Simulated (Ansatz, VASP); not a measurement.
**SnO: VASP beside Ansatz**

INCAR

```
  ALGO = Normal
  EDIFF = 1E-6
  ENCUT = 520
  GGA = PE
  ISIF = 2
  ISMEAR = 0
  LASPH = T
  LCHARG = F
  LREAL = F
  LWAVE = F
  NBANDS = 28
  NELM = 60
  PREC = Accurate
  SIGMA = 0.05
```

KPOINTS

```
k-points
0
Gamma
  8 6 8
```

Contents of POSCAR:

```
SnO
1.0
    3.3550050000      0.0000000000      0.0000000000
    0.0000000000      5.6741040000      0.0000000000
    0.0000000000      0.0000000000      4.2219700000
Sn O
2 2
Direct
    0.0000000000      0.2319090000      0.5131440000
    0.5000000000      0.7680910000      0.0131440000
    0.0000000000      0.8912500000      0.7368570000
    0.5000000000      0.1087500000      0.2368570000
```

Input for Ansatz:

```yaml
crystal:
  lattice:
    - [3.355005, 0.0, 0.0]
    - [0.0, 5.674104, 0.0]
    - [0.0, 0.0, 4.22197]
  atoms:
    - { symbol: Sn, position: [0.0, 0.231909, 0.513144] }
    - { symbol: Sn, position: [0.5, 0.768091, 0.013144] }
    - { symbol: O, position: [0.0, 0.89125, 0.736857] }
    - { symbol: O, position: [0.5, 0.10875, 0.236857] }
basis:
  ecutwfc: 420
  fft_grid_basis: typed
kpoints:
  mp_grid: { grid: [8, 6, 8] }
hamiltonian:
  xc: pbe
scf:
  occupations: { method: gaussian, width: 0.05 }
output:
  forces: true
  stress: true
  eigenvalues: true
  bader: true
  write_density: true
  volumetric_format: npy
  elf: true
```

Alike in both runs: task single point; functional PBE; k mesh 8 × 6 × 8; occupations gaussian, width 0.05 eV; no spin polarisation.

|  | VASP | Ansatz |
| --- | --- | --- |
| version | VASP 6.6.1 | Ansatz 0.2.0 |
| potentials or method | VASP PAW PBE potentials, release 64 (Sn_d, O), cutoff 520 eV | scalar-relativistic, plane waves, PAW |
| valence electrons in the cell | 40 | 40 |

VASP gave:

| Item | Value |
| --- | --- |
| gap on the k mesh at the Fermi level (eV) | 1.40 |
| pressure (GPa) | 0.5 |
| traceless stress, the component that is largest in VASP (GPa) | 0.15 |
| rms of the force components (eV/Å) | 0.030 |

What did Ansatz give for the same quantities?

gap on the k mesh at the Fermi level (eV): 1.41; pressure (GPa): 0.3; traceless stress, the component that is largest in VASP (GPa): 0.12; rms of the force components (eV/Å): 0.054.

Atom by atom the forces differ by 0.034 eV/Å (rms over components).
